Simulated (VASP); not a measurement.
# ZnO (P4_2/mnm) in VASP: further runs, part 2 of 2

VASP 6.6.1. The steps go on from the part before.

**4. Single point, PBE**

This run uses another cell than the first one: it holds 32 atoms, not 8.

Contents of INCAR:

```
SYSTEM = ZnO
PREC = Accurate
ENCUT = 520
EDIFF = 1E-6
ISMEAR = 0
SIGMA = 0.01
LREAL = Auto
LASPH = .True.
NELM = 80
ALGO = Normal
ISIF = 2
LWAVE = .False.
LCHARG = .False.
GGA = PE
NBANDS = 166
```

Contents of KPOINTS:

```
Automatic mesh
0
Gamma
  2 2 2
  0 0 0
```

Contents of POSCAR:

```
ZnO
1.0
    5.6084659216      5.6084659216      0.0000000000
    5.6084659216     -5.6084659216      0.0000000000
   -5.6084659216      0.0000000000     -6.5582403426
Zn O
16 16
Direct
    0.3066771469      0.1250000000      0.2500000000
    0.0566771469      0.8750000000      0.7500000000
    0.8066771469      0.6250000000      0.2500000000
    0.5566771469      0.3750000000      0.7500000000
    0.9433228531      0.1250000000      0.2500000000
    0.6933228531      0.8750000000      0.7500000000
    0.4433228531      0.6250000000      0.2500000000
    0.1933228531      0.3750000000      0.7500000000
    0.7500000000      0.4316771469      0.5000000000
    0.5000000000      0.1816771469      0.0000000000
    0.2500000000      0.9316771469      0.5000000000
    0.0000000000      0.6816771469      0.0000000000
    0.7500000000      0.0683228531      0.5000000000
    0.5000000000      0.8183228531      0.0000000000
    0.2500000000      0.5683228531      0.5000000000
    0.0000000000      0.3183228531      0.0000000000
    0.6250000000      0.4434281469      0.2500000000
    0.3750000000      0.1934281469      0.7500000000
    0.1250000000      0.9434281469      0.2500000000
    0.8750000000      0.6934281469      0.7500000000
    0.6250000000      0.8065718531      0.2500000000
    0.3750000000      0.5565718531      0.7500000000
    0.1250000000      0.3065718531      0.2500000000
    0.8750000000      0.0565718531      0.7500000000
    0.9315718531      0.2500000000      0.5000000000
    0.6815718531      0.0000000000      0.0000000000
    0.4315718531      0.7500000000      0.5000000000
    0.1815718531      0.5000000000      0.0000000000
    0.5684281469      0.2500000000      0.5000000000
    0.3184281469      0.0000000000      0.0000000000
    0.0684281469      0.7500000000      0.5000000000
    0.8184281469      0.5000000000      0.0000000000
```

Potentials or basis: VASP PAW PBE potentials, release 64 (Zn, O).

Run with:

```sh
$ cat potpaw_PBE.64/Zn/POTCAR potpaw_PBE.64/O/POTCAR > POTCAR
$ mpirun -np 1 vasp_std > vasp.out
```

OUTCAR:

```text
SYSTEM = ZnO
   PREC = Accurate
   ENCUT = 520
   EDIFF = 1E-6
   ISMEAR = 0
   LREAL = Auto
   LASPH = .True.
   NELM = 80
   ISIF = 2
   GGA = PE

 ion  position               nearest neighbor table
   1  0.307  0.125  0.250-  29 1.97  30 1.97  19 2.04  23 2.04   5 2.88
   2  0.057  0.875  0.750-  30 1.97  31 1.97  20 2.04  24 2.04   6 2.88
   3  0.807  0.625  0.250-  31 1.97  32 1.97  17 2.04  21 2.04   7 2.88
   4  0.557  0.375  0.750-  29 1.97  32 1.97  18 2.04  22 2.04   8 2.88
   5  0.943  0.125  0.250-  25 1.97  26 1.97  19 2.04  23 2.04   1 2.88
   6  0.693  0.875  0.750-  26 1.97  27 1.97  20 2.04  24 2.04   2 2.88
[... 8 lines left out ...]
  15  0.250  0.568  0.500-  22 1.97  23 1.97  27 2.04  31 2.04  11 2.88
  16  0.000  0.318  0.000-  23 1.97  24 1.97  28 2.04  32 2.04  12 2.88
  17  0.625  0.443  0.250-   9 1.97  10 1.97   3 2.04   7 2.04
  18  0.375  0.193  0.750-  10 1.97  11 1.97   4 2.04   8 2.04
  19  0.125  0.943  0.250-  11 1.97  12 1.97   1 2.04   5 2.04
  20  0.875  0.693  0.750-   9 1.97  12 1.97   2 2.04   6 2.04
  21  0.625  0.807  0.250-  13 1.97  14 1.97   3 2.04   7 2.04
  22  0.375  0.557  0.750-  14 1.97  15 1.97   4 2.04   8 2.04
[... 8 lines left out ...]
  31  0.068  0.750  0.500-   2 1.97   3 1.97  11 2.04  15 2.04
  32  0.818  0.500  0.000-   3 1.97   4 1.97  12 2.04  16 2.04

  LATTYP: Found a body centered tetragonal cell.
 ALAT       =     7.9315685704
 C/A-ratio  =     1.6537057669

  Lattice vectors:

 A1 = (   0.0000000000,   5.6084659216,   6.5582403426)
 A2 = (   0.0000000000,  -5.6084659216,   6.5582403426)
 A3 = (   5.6084659216,   0.0000000000,  -6.5582403426)

Analysis of symmetry for initial positions (statically):
=====================================================================
 Subroutine PRICEL returns following result:

  LATTYP: Found a simple tetragonal cell.
 ALAT       =     5.6084659216
 C/A-ratio  =     0.5846732809

  Lattice vectors:

 A1 = (   5.6084659216,   0.0000000000,   0.0000000000)
 A2 = (   0.0000000000,  -5.6084659216,   0.0000000000)
 A3 = (   0.0000000000,   0.0000000000,  -3.2791201713)

   4 primitive cells build up your supercell.

 Routine SETGRP: Setting up the symmetry group for a
 body centered tetragonal supercell.

 Subroutine GETGRP returns: Found 16 space group operations
 (whereof  8 operations were pure point group operations)
 out of a pool of 16 trial point group operations.

The static configuration has the point symmetry D_2h.
 The point group associated with its full space group is D_4h.

Analysis of symmetry for dynamics (positions and initial velocities):
=====================================================================
 Subroutine PRICEL returns following result:

  LATTYP: Found a simple tetragonal cell.
 ALAT       =     5.6084659216
 C/A-ratio  =     0.5846732809

  Lattice vectors:

 A1 = (   5.6084659216,   0.0000000000,   0.0000000000)
 A2 = (   0.0000000000,  -5.6084659216,   0.0000000000)
 A3 = (   0.0000000000,   0.0000000000,  -3.2791201713)

   4 primitive cells build up your supercell.

 Routine SETGRP: Setting up the symmetry group for a
 body centered tetragonal supercell.

[... 68 lines left out ...]
 ===========================================

 Found      4 irreducible k-points:

 Following reciprocal coordinates:
            Coordinates               Weight
  0.000000  0.000000  0.000000      1.000000
  0.500000  0.000000  0.000000      4.000000
  0.500000  0.500000  0.000000      2.000000
  0.000000  0.000000  0.500000      1.000000
   k-points           NKPTS =      4   k-points in BZ     NKDIM =      4   number of bands    NBANDS=    166
   number of dos      NEDOS =    301   number of ions     NIONS =     32
   total plane-waves  NPLWV = 230400
   dimension x,y,z NGX =    60 NGY =   60 NGZ =   64
   dimension x,y,z NGXF=   120 NGYF=  120 NGZF=  128
   ions per type =              16  16
   NGX,Y,Z   is equivalent  to a cutoff of  12.58, 12.58, 12.33 a.u.
   NGXF,Y,Z  is equivalent  to a cutoff of  25.15, 25.15, 24.66 a.u.
 SYSTEM =  ZnO
   PREC   = accura    normal or accurate (medium, high low for compatibility)
   ISTART =      0    job   : 0-new  1-cont  2-samecut
   ICHARG =      2    charge: 1-file 2-atom 10-const
   ISPIN  =      1    spin polarized calculation?
   LNONCOLLINEAR =      F non collinear calculations
   LSORBIT =      F    spin-orbit coupling
   LASPH  =      T    aspherical Exc in radial PAW
   ENCUT  =  520.0 eV  38.22 Ry    6.18 a.u.  14.75 14.75 16.04*2*pi/ulx,y,z
   NELM   =     80;   NELMIN=  2; NELMDL= -5     # of ELM steps
   EDIFF  = 0.1E-05   stopping-criterion for ELM
   LREAL  =      T    real-space projection
   EDIFFG = 0.1E-04   stopping-criterion for IOM
   NSW    =      0    number of steps for IOM
   IBRION =     -1    ionic relax: 0-MD 1-quasi-New 2-CG
   NFREE  =      0    steps in history (QN), initial steepest desc. (CG)
   ISIF   =      2    stress and relaxation
   ISYM   =      2    0-nonsym 1-usesym 2-fastsym
   POTIM  = 0.5000    time-step for ionic-motion
   TEBEG  =    0.0;   TEEND  =   0.0 temperature during run
   PSTRESS=    0.0 pullay stress
   NELECT =     288.0000    total number of electrons
   NUPDOWN=      -1.0000    fix difference up-down
   EMIN   =  10.00;   EMAX   =-10.00  energy-range for DOS
   EFERMI =   0.00;   METHOD = LEGACY
   ISMEAR =     0;   SIGMA  =   0.01  broadening in eV -4-tet -1-fermi 0-gaus
   EFERMI_NEDOS =   21; number of points for ismear=-14 and -15
   IALGO  =     38    algorithm
   IMIX   =      4    mixing-type and parameters
     AMIX     =   0.40;   BMIX     =  1.00
     AMIX_MAG =   1.60;   BMIX_MAG =  1.00
  volume/ion in A,a.u.               =      12.89        87.01
  Fermi-wavevector in a.u.,A,eV,Ry     =   1.452236  2.744328 28.694538  2.108989
  Thomas-Fermi vector in A             =   2.569641
   LORBIT       =      0    0 simple, 1 ext, 2 COOP (PROOUT), +10 PAW based schemes
   GGA     = PE    functional components
   LHFCALC =     F    Hartree Fock is set to
   AEXX    =    0.0000 exact exchange contribution
   IVDW    =     0    specifies the selected vdW correction
   LEPSILON=     F    determine dielectric tensor
   LRPA    =     F    only Hartree local field effects (RPA)
 non-spin polarized calculation
 Gauss-broadening in eV      SIGMA  =   0.01
  energy-cutoff  :      520.00
  volume of cell :      412.58
 maximum number of plane-waves:     11109
 NGX is ok and might be reduce to    60

 number of electron     287.9999929 magnetization

 Free energy of the ion-electron system (eV)
  ---------------------------------------------------
  ext. energy  EPLUGINS =         0.00000000
  ---------------------------------------------------
  free energy    TOTEN  =      -142.11678845 eV

  energy without entropy =     -142.11678845  energy(sigma->0) =     -142.11678845

 E-fermi :   0.7809     XC(G=0): -10.4126

 val. band max:        0.6819709303   @ k =   0.0000   0.0000   0.0000
 cond. band min:       1.4241261887   @ k =   0.0000   0.0000   0.0000
 fundamental gap:      0.7421552584
 Fermi energy:         0.7808528890

 k-point     1 :       0.0000    0.0000    0.0000
  band No.  band energies     occupation
      1     -17.1550      2.00000
      2     -16.6572      2.00000
      3     -16.6572      2.00000
      4     -16.6572      2.00000
      5     -16.6572      2.00000
      6     -16.5717      2.00000
[... 625 lines left out ...]
    155       7.1663      0.00000
    156       7.1663      0.00000
 [bands above 156 left out]

------------------------ aborting loop because EDIFF is reached ----------------------------------------

  FORCE on cell =-STRESS in cart. coord.  units (eV):
  Direction    XX          YY          ZZ          XY          YZ          ZX
  --------------------------------------------------------------------------------------
  -------------------------------------------------------------------------------------
  Total        2.1585450      2.1585450      2.6654646      0.0000000      0.0000000      0.0000000
  in kB        8.3823579      8.3823579     10.3508974      0.0000000      0.0000000      0.0000000
  external PRESSURE =       9.0385377 kB  Pullay stress =       0.0000000 kB

 VOLUME and BASIS-vectors are now :
 -----------------------------------------------------------------------------
  energy-cutoff  :      520.00
  volume of cell :      412.58
      direct lattice vectors                 reciprocal lattice vectors
     5.608465922  5.608465922  0.000000000     0.089150938  0.089150938 -0.076239963
     5.608465922 -5.608465922  0.000000000     0.089150938 -0.089150938 -0.076239963
    -5.608465922  0.000000000 -6.558240343     0.000000000  0.000000000 -0.152479926

 POSITION                                       TOTAL-FORCE (eV/Angst)
 -----------------------------------------------------------------------------------
      1.01893      1.01893     -1.63956        -0.001983     -0.001983     -0.000000
      1.01893     -4.58954     -4.91868        -0.001983     -0.001983      0.000000
      6.62740      1.01893     -1.63956        -0.001983     -0.001983      0.000000
      1.01893      1.01893     -4.91868        -0.001983     -0.001983      0.000000
      4.58954      4.58954     -1.63956         0.001983      0.001983     -0.000000
      4.58954     -1.01893     -4.91868         0.001983      0.001983      0.000000
[... 24 lines left out ...]
      1.78589     -3.82257     -3.27912         0.004128      0.004128      0.000000
      7.39436      1.78589      0.00000         0.004128      0.004128      0.000000
 -----------------------------------------------------------------------------------
    total drift:                                0.000000     -0.000000      0.000000

  FREE ENERGIE OF THE ION-ELECTRON SYSTEM (eV)
  ---------------------------------------------------
  free  energy   TOTEN  =      -142.1167884497 eV

  energy  without entropy=     -142.1167884497  energy(sigma->0) =     -142.11678845
```

It took 19 min on 1 thread of Oxide Virtual Turin-like, shared host; peak memory 0.56 GiB.

What came out:

* Free energy: -142.1168 eV
* Pressure: 0.9 GPa
* Largest force: 0.006 eV/Å
* Band gap on the k mesh: 0.74 eV

Forces in eV/Å, atoms in the order of the input:
```
Zn  -0.002 -0.002  0.000
Zn  -0.002 -0.002  0.000
Zn  -0.002 -0.002  0.000
Zn  -0.002 -0.002  0.000
Zn   0.002  0.002  0.000
Zn   0.002  0.002  0.000
Zn   0.002  0.002  0.000
Zn   0.002  0.002  0.000
Zn  -0.002  0.002  0.000
Zn  -0.002  0.002  0.000
Zn  -0.002  0.002  0.000
Zn  -0.002  0.002  0.000
Zn   0.002 -0.002  0.000
Zn   0.002 -0.002  0.000
Zn   0.002 -0.002  0.000
Zn   0.002 -0.002  0.000
O    0.004 -0.004  0.000
O    0.004 -0.004  0.000
O    0.004 -0.004  0.000
O    0.004 -0.004  0.000
O   -0.004  0.004  0.000
O   -0.004  0.004  0.000
O   -0.004  0.004  0.000
O   -0.004  0.004  0.000
O   -0.004 -0.004  0.000
O   -0.004 -0.004  0.000
O   -0.004 -0.004  0.000
O   -0.004 -0.004  0.000
O    0.004  0.004  0.000
O    0.004  0.004  0.000
O    0.004  0.004  0.000
O    0.004  0.004  0.000
```

Caveat: the k points lie up to 0.48 Å⁻¹ apart.

**5. Summary**

| level | cell | k mesh | smearing | gap on the mesh (eV) | pressure (GPa) | largest force (eV/Å) |
| --- | --- | --- | --- | --- | --- | --- |
| PBE+D4 | a = 5.545, b = 5.545, c = 3.270 Å, 8 atoms | 6 × 6 × 8, shifted | gaussian 0.02 eV | 1.42 | 0.9 | - |
| PBE | a = 5.608, b = 5.608, c = 3.279 Å, 8 atoms | 6 × 6 × 8 | gaussian 0.02 eV | 0.74 | 0.8 | 0.01 |
| PBE | a = 7.932, b = 7.932, c = 8.629 Å, angles 117.4, 117.4, 90.0°, 32 atoms | 2 × 2 × 2 | gaussian 0.01 eV | 0.74 | 0.9 | 0.01 |

Alike in all rows: task single point; potentials or basis VASP PAW PBE potentials, release 64 (Zn, O); no spin polarisation; cutoff (eV) 520.

Caveats: some runs use coarse meshes.

Absolute energies hang on the potentials; compare differences alone.
